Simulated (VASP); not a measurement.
AlO2: single point with PBE

AlO2:

```
Al O
1.0
     4.08182    0.00000    0.00000
     0.00000    4.08182    0.00000
     0.00000    0.00000    4.08182
Al O
2 4
Direct
  0.00000 0.00000 0.00000
  0.50000 0.50000 0.50000
  0.75000 0.25000 0.75000
  0.25000 0.75000 0.75000
  0.25000 0.25000 0.25000
  0.75000 0.75000 0.25000
```

```json
{"Program": "VASP 6.6.1", "Task": "single point", "Functional": "PBE", "Potentials or basis": "VASP PAW PBE potentials, release 64 (Al, O)", "Cutoff": "520 eV", "k mesh": "10 × 10 × 10", "Occupations": "gaussian, width 0.1 eV", "Spin": "collinear spin, ferromagnetic start", "Starting moments": "[0.0, 0.0, 0.46, 0.46, 0.46, 0.46] μB"}
```

```json
{
 "Pressure": "-0.1 GPa",
 "Band gap on the k mesh": "zero (filled and empty bands overlap)",
 "Net moment": "2.00 μB per cell",
 "Site moments": "Al -0.01; O +0.42 μB",
 "Valence electrons inside the program's atomic spheres": "Al 0.77; O 5.03"
}
```

Levels at points of the mesh, in eV from the Fermi level:
Spin up:
| k point | band 13 | band 14 | band 15 | band 16 | band 17 | band 18 | band 19 | band 20 |
| --- | --- | --- | --- | --- | --- | --- | --- | --- |
| (0.00, 0.00, 0.00) | -1.24 | -0.74 | -0.74 | -0.74 | 5.12 | 7.40 | 7.40 | 7.40 |
| (0.50, 0.00, 0.00) | -1.33 | -1.33 | -1.03 | -1.03 | 7.81 | 7.81 | 9.26 | 9.26 |
| (0.50, 0.50, 0.00) | -1.18 | -1.18 | -0.72 | -0.72 | 9.70 | 9.70 | 9.99 | 9.99 |
| (0.50, 0.50, 0.50) | -0.86 | -0.52 | -0.52 | -0.52 | 8.75 | 10.65 | 10.65 | 10.65 |
Spin down:
| k point | band 11 | band 12 | band 13 | band 14 | band 15 | band 16 | band 17 | band 18 |
| --- | --- | --- | --- | --- | --- | --- | --- | --- |
| (0.00, 0.00, 0.00) | -0.28 | -0.28 | -0.28 | 0.21 | 0.21 | 0.21 | 5.33 | 7.40 |
| (0.50, 0.00, 0.00) | -1.75 | -1.75 | -0.44 | -0.44 | -0.07 | -0.07 | 8.07 | 8.07 |
| (0.50, 0.50, 0.00) | -1.44 | -1.44 | -0.26 | -0.26 | 0.28 | 0.28 | 9.92 | 9.92 |
| (0.50, 0.50, 0.50) | -1.85 | 0.12 | 0.12 | 0.50 | 0.50 | 0.50 | 8.93 | 10.77 |

Run time: 2.1 min on 1 thread of Intel(R) Xeon(R) Platinum 8488C (Sapphire Rapids), on a shared host, peak memory 0.27 GiB.
